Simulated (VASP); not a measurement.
Write the native input for VASP 6.6.1 that does the following.

| Item | Value |
| --- | --- |
| Task | single point |
| Functional | PBE |
| Dispersion | D3(BJ) |
| Potentials or basis | VASP PAW PBE potentials, release 64 (C) |
| Cutoff | 520 eV |
| k mesh | 18 × 18 × 1 |
| Occupations | gaussian, width 0.1 eV |
| Spin | no spin polarisation |
| Dipole correction | yes |
| Further INCAR settings | ALGO = Normal; EDIFF = 1e-06; NBANDS = 11 |

The structure of C lies in POSCAR:

```
C
1.0
    2.4164668657      0.0000000000      0.0000000000
   -1.2082334328      2.0927216931      0.0000000000
    0.0000000000      0.0000000000     28.0000000000
C
2
Direct
    0.3333333333      0.6666666667      0.5000000000
    0.6666666667      0.3333333333      0.5000000000
```

This cell differs from its parent crystal: biaxial strain -0.020, then relaxed in part.

These files were run (other wordings do the same):

INCAR

```
PREC = Accurate ; ENCUT = 520
EDIFF = 1E-6 ; ISMEAR = 0
SIGMA = 0.1 ; LREAL = False
LASPH = True ; NELM = 80
ALGO = Normal ; ISIF = 2
LWAVE = False ; LCHARG = True
LDIPOL = True ; IDIPOL = 3
DIPOL = 0.5 0.5 0.500 ; GGA = PE
IVDW = 12 ; LELF = True
LVHAR = True ; LVACPOTAV = True
NBANDS = 11
```

KPOINTS

```
regular mesh
0
Gamma
  18 18 1
```

Potentials or basis: VASP PAW PBE potentials, release 64 (C).

Launch:

```console
$ cat potpaw_PBE.64/C/POTCAR > POTCAR
$ mpirun -np 1 vasp_std > vasp.out
```

Results of the run:

```json
{
  "Band gap on the k mesh": "zero (filled and empty bands touch)",
  "Dispersion energy per atom": "-0.088 eV"
}
```

Caveat: the cell differs from its parent crystal (biaxial strain -0.020, then relaxed in part).

Run time: 2.3 min on 1 thread of Intel Xeon 8259CL, on a shared host, peak memory 0.26 GiB.
